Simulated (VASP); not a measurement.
# Ni (I4/mmm) in VASP: single point with PBEsol

Aim: the single point of Ni with PBEsol.

Program: VASP 6.6.1. These are calculated values, not measurements. Logs are shortened: lines on timing, memory, paths and dates and some standing lists are left out, and cuts for length are marked.

## (1) The cell of the first run

Symmetry: I4/mmm, No. 139, tetragonal system. Conventional cell: a = 2.449 Å, b = 2.449 Å, c = 3.290 Å, α = 90.00°, β = 90.00°, γ = 90.00°. Within 3.3 Å of Ni (site symmetry 4/mmm) lie 14 Ni at 2.39 to 3.29 Å.

## (2) Single point, PBEsol, collinear spin, ferromagnetic start (strain -0.0500 x Voigt [1, 0, 0, 0, 0, 0])

Contents of INCAR:

```
PREC = Accurate
ENCUT = 520
EDIFF = 1E-6
ISMEAR = 0
SIGMA = 0.15
LREAL = False
LASPH = True
NELM = 150
ALGO = Normal
ISIF = 2
LWAVE = False
LCHARG = False
ISPIN = 2
MAGMOM = 0.73
LORBIT = 11
LMAXMIX = 4
GGA = PS
NBANDS = 15
```

Contents of KPOINTS:

```
Automatic mesh
0
Gamma
  30 30 30
```

Contents of POSCAR:

```
Ni
1.0
    0.0000000000      1.7315747009      1.7315747009
    1.6449959659      0.0000000000      1.7315747009
    1.6449959659      1.7315747009      0.0000000000
Ni
1
Direct
    0.0000000000      0.0000000000      0.0000000000
```

Potentials or basis: VASP PAW PBE potentials, release 64 (Ni).

Command:

```sh
$ cat potpaw_PBE.64/Ni/POTCAR > POTCAR
$ mpirun -np 1 vasp_std > vasp.out
```

OUTCAR:

```text
PREC = Accurate
   ENCUT = 520
   EDIFF = 1E-6
   ISMEAR = 0
   LREAL = False
   LASPH = True
   NELM = 150
   ISIF = 2
   ISPIN = 2
   LORBIT = 11
   GGA = PS

 ion  position               nearest neighbor table
   1  0.000  0.000  0.000-

  LATTYP: Found a body centered tetragonal cell.
 ALAT       =     2.4488164263
 C/A-ratio  =     1.3435028843

  Lattice vectors:

 A1 = (  -1.6449959659,   0.0000000000,  -1.7315747009)
 A2 = (  -1.6449959659,   0.0000000000,   1.7315747009)
 A3 = (   1.6449959659,   1.7315747009,   0.0000000000)

Analysis of symmetry for initial positions (statically):
=====================================================================
 Subroutine PRICEL returns:
 Original cell was already a primitive cell.

 Routine SETGRP: Setting up the symmetry group for a
 body centered tetragonal supercell.

 Subroutine GETGRP returns: Found 16 space group operations
 (whereof 16 operations were pure point group operations)
 out of a pool of 16 trial point group operations.

The static configuration has the point symmetry D_4h.

Analysis of symmetry for dynamics (positions and initial velocities):
=====================================================================
 Subroutine PRICEL returns:
 Original cell was already a primitive cell.

 Routine SETGRP: Setting up the symmetry group for a
 body centered tetragonal supercell.

 Subroutine GETGRP returns: Found 16 space group operations
 (whereof 16 operations were pure point group operations)
 out of a pool of 16 trial point group operations.

The dynamic configuration has the point symmetry D_4h.

Analysis of structural, dynamic, and magnetic symmetry:
=====================================================================
 Subroutine PRICEL returns:
 Original cell was already a primitive cell.

 Routine SETGRP: Setting up the symmetry group for a
 body centered tetragonal supercell.

 Subroutine GETGRP returns: Found 16 space group operations
 (whereof 16 operations were pure point group operations)
 out of a pool of 16 trial point group operations.

The overall configuration has the point symmetry D_4h.

 Subroutine INISYM returns: Found 16 space group operations
 (whereof 16 operations are pure point group operations),
 and found     1 'primitive' translations

----------------------------------------------------------------------------------------

                                     Primitive cell

  volume of cell :       9.8646

  direct lattice vectors                    reciprocal lattice vectors
     0.000000000  1.731574701  1.731574701    -0.303952113  0.288754508  0.288754508
[... 128 lines left out ...]
  ext. energy  EPLUGINS =         0.00000000
  ---------------------------------------------------
  free energy    TOTEN  =        -6.11747646 eV

  energy without entropy =       -6.09935652  energy(sigma->0) =       -6.10841649

 E-fermi :  10.6340     XC(G=0): -14.0270

 val. band max:       10.6336625014   @ k =   0.4000   0.4333   0.0333
 cond. band min:      10.6348713537   @ k =   0.5000   0.3000   0.1000
 fundamental gap:      0.0012088523
 Fermi energy:        10.6339831419

 spin component 1

 k-point     1 :       0.0000    0.0000    0.0000
  band No.  band energies     occupation
      1       0.8789      1.00000
      2       7.8667      1.00000
      3       7.8667      1.00000
      4       8.2117      1.00000
      5       9.1116      1.00000
      6       9.4915      1.00000
      7      35.2229      0.00000
      8      39.5274      0.00000
      9      39.5274      0.00000
     10      40.3477      0.00000
     11      42.8707      0.00000
     12      43.2589      0.00000
     13      43.2589      0.00000
     14      45.7183      0.00000
[... 403 lines left out ...]
      4       8.4058      1.00000
      5       9.3015      1.00000
      6       9.5371      1.00000
      7      25.8762      0.00000
      8      34.9850      0.00000
      9      36.8465      0.00000
     10      38.9227      0.00000
     11      41.0575      0.00000
     12      44.0048      0.00000
     13      46.2727      0.00000
     14      49.7957      0.00000
     15      52.2341      0.00000

 [... further k-points ...]

 Fermi energy:        10.6339831419

 spin component 2

 k-point     1 :       0.0000    0.0000    0.0000
  band No.  band energies     occupation
      1       0.8770      1.00000
      2       8.5543      1.00000
      3       8.5543      1.00000
      4       8.8907      1.00000
      5       9.7006      1.00000
      6      10.0689      1.00000
      7      35.1305      0.00000
      8      39.5124      0.00000
      9      39.5124      0.00000
     10      40.3729      0.00000
     11      42.9726      0.00000
     12      43.3988      0.00000
     13      43.3988      0.00000
     14      45.6433      0.00000
[... 403 lines left out ...]
      4       9.0485      1.00000
      5       9.9440      1.00000
      6      10.1645      1.00000
      7      26.0422      0.00000
      8      34.9387      0.00000
      9      36.9383      0.00000
     10      39.0275      0.00000
     11      41.1097      0.00000
     12      44.0504      0.00000
     13      46.2756      0.00000
     14      49.9246      0.00000
     15      52.3680      0.00000

 [... further k-points ...]

------------------------ aborting loop because EDIFF is reached ----------------------------------------

  FORCE on cell =-STRESS in cart. coord.  units (eV):
  Direction    XX          YY          ZZ          XY          YZ          ZX
  --------------------------------------------------------------------------------------
  -------------------------------------------------------------------------------------
  Total        1.0839071      0.6845777      0.6845777      0.0000000      0.0000000      0.0000000
  in kB      176.0456757    111.1875131    111.1875131      0.0000000      0.0000000      0.0000000
  external PRESSURE =     132.8069006 kB  Pullay stress =       0.0000000 kB

 VOLUME and BASIS-vectors are now :
 -----------------------------------------------------------------------------
  energy-cutoff  :      520.00
  volume of cell :        9.86
      direct lattice vectors                 reciprocal lattice vectors
     0.000000000  1.731574701  1.731574701    -0.303952113  0.288754508  0.288754508
     1.644995966  0.000000000  1.731574701     0.303952113 -0.288754508  0.288754508
     1.644995966  1.731574701  0.000000000     0.303952113  0.288754508 -0.288754508

 POSITION                                       TOTAL-FORCE (eV/Angst)
 -----------------------------------------------------------------------------------
      0.00000      0.00000      0.00000         0.000000      0.000000      0.000000
 -----------------------------------------------------------------------------------
    total drift:                                0.000000     -0.000000     -0.000000

  FREE ENERGIE OF THE ION-ELECTRON SYSTEM (eV)
  ---------------------------------------------------
  free  energy   TOTEN  =        -6.1174764553 eV

  energy  without entropy=       -6.0993565218  energy(sigma->0) =       -6.10841649

 total charge

# of ion       s       p       d       tot
------------------------------------------
    1        0.545   0.597   8.366   9.508

 magnetization (x)

# of ion       s       p       d       tot
------------------------------------------
    1       -0.006  -0.023   0.626   0.596
```

stdout:

```text
POSCAR found type information on POSCAR Ni
 POSCAR found :  1 types and       1 ions
 scaLAPACK will be used
 -----------------------------------------------------------------------------
|                                                                             |
|                                                                             |
|     You enforced a specific xc type in the INCAR file but a different       |
|     I HOPE YOU KNOW WHAT YOU ARE DOING!                                     |
|                                                                             |
 -----------------------------------------------------------------------------

 LDA part: xc-table for (Slater+PW92), standard interpolation
 POSCAR, INCAR and KPOINTS ok, starting setup
 FFT: planning ... GRIDC
 FFT: planning ... GRID_SOFT
 FFT: planning ... GRID
 WAVECAR not read
 entering main loop
```

Run time: 14 min. Hardware: 1 thread of Intel Xeon 8259CL, shared host; peak memory 0.52 GiB.

Results:

| Quantity | Value |
| --- | --- |
| Free energy | -6.1175 eV |
| Pressure | 13.3 GPa |
| Net moment | 0.59 μB per cell |
| Site moments | Ni +0.60 μB |
| Valence electrons inside the program's atomic spheres | Ni 9.51 |

Levels at points of the mesh, in eV from the Fermi level:
Spin up:
```csv
k point,band 3,band 4,band 5,band 6,band 7,band 8
"(0.00, 0.00, 0.00)",-2.77,-2.42,-1.52,-1.14,24.59,28.89
"(0.50, 0.00, 0.00)",-2.46,-0.61,-0.51,-0.46,6.42,22.73
"(0.50, 0.50, 0.00)",-0.50,-0.49,-0.27,2.04,9.65,16.13
"(0.00, 0.50, 0.50)",-0.51,-0.35,-0.35,3.37,11.09,14.83
```
Spin down:
```tsv
k point	band 2	band 3	band 4	band 5	band 6	band 7	band 8	band 9
(0.00, 0.00, 0.00)	-2.08	-2.08	-1.74	-0.93	-0.57	24.50	28.88	28.88
(0.50, 0.00, 0.00)	-2.27	-1.88	-0.53	0.09	0.26	6.82	22.65	25.60
(0.50, 0.50, 0.00)	-4.12	0.11	0.29	0.53	2.04	9.92	16.15	16.31
(0.00, 0.50, 0.50)	-4.22	0.11	0.44	0.44	3.38	11.34	14.86	14.86
```

Caveat: the cell differs from its parent crystal (strain -0.0500 x Voigt [1, 0, 0, 0, 0, 0]); the stress differs along the axes, from 11 to 18 GPa; the PAW data sets were made with another functional, which shifts forces and pressure a little.
